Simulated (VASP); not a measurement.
Wanted: the native input for a VASP 6.6.1 run.

```yaml
Task: single point
Functional: r2SCAN
Potentials_or_basis: VASP PAW PBE potentials, release 64 (Mg)
Cutoff: 520 eV
k_mesh: 15 × 15 × 8
Occupations: gaussian, width 0.1 eV
Spin: no spin polarisation
Dipole_correction: no
Further_INCAR_settings: ALGO = Normal; EDIFF = 1e-06; NBANDS = 9
```

Mg:

```
Mg
1.0
     3.14598    0.00000    0.00000
    -1.57299    2.72450    0.00000
     0.00000    0.00000    5.14852
Mg
2
Direct
  0.33333 0.66667 0.25000
  0.66667 0.33333 0.75000
```

This cell differs from its parent crystal: biaxial strain in the a-b plane: -1.5 %, then relaxed in part.

The input as run:

POSCAR

```
Mg
1.0
    3.1459762825      0.0000000000      0.0000000000
   -1.5729881412      2.7244953803      0.0000000000
    0.0000000000      0.0000000000      5.1485230262
Mg
2
Direct
    0.3333333333      0.6666666667      0.2500000000
    0.6666666667      0.3333333333      0.7500000000
```

INCAR.step1

```
SYSTEM = Mg
PREC = Accurate ; ENCUT = 520
ISMEAR = 0 ; SIGMA = 0.1
LREAL = .FALSE. ; LASPH = .TRUE.
NELM = 80 ; NBANDS = 9
GGA = PE ; ALGO = Normal
EDIFF = 1E-4 ; LWAVE = .TRUE.
LCHARG = .FALSE.
```

INCAR.step2

```
SYSTEM = Mg
PREC = Accurate ; ENCUT = 520
EDIFF = 1E-6 ; ISMEAR = 0
SIGMA = 0.1 ; LREAL = .FALSE.
LASPH = .TRUE. ; NELM = 80
ALGO = Normal ; ISIF = 2
LWAVE = .FALSE. ; LCHARG = .FALSE.
METAGGA = R2SCAN ; LMIXTAU = .TRUE.
NBANDS = 9 ; ISTART = 1
```

KPOINTS

```
Automatic mesh
0
G
  15 15 8
  0 0 0
```

Potentials or basis: VASP PAW PBE potentials, release 64 (Mg).

Launch:

```sh
$ cat potpaw_PBE.64/Mg/POTCAR > POTCAR
$ cp INCAR.step1 INCAR
$ mpirun -np 1 vasp_std > vasp.out
$ cp INCAR.step2 INCAR
$ mpirun -np 1 vasp_std > vasp.out
```

It gave:

| Quantity | Value |
| --- | --- |
| Pressure | 0.6 GPa |
| Band gap on the k mesh | zero (bands 2 and 3 overlap by 2.23 eV) |

Caveat: the cell differs from its parent crystal (biaxial strain in the a-b plane: -1.5 %, then relaxed in part); the PAW data sets were made with another functional, which shifts forces and pressure a little.

It took 61 s on 1 thread of Intel(R) Xeon(R) 6975P-C (Granite Rapids) (shared host), peak memory 0.19 GiB.
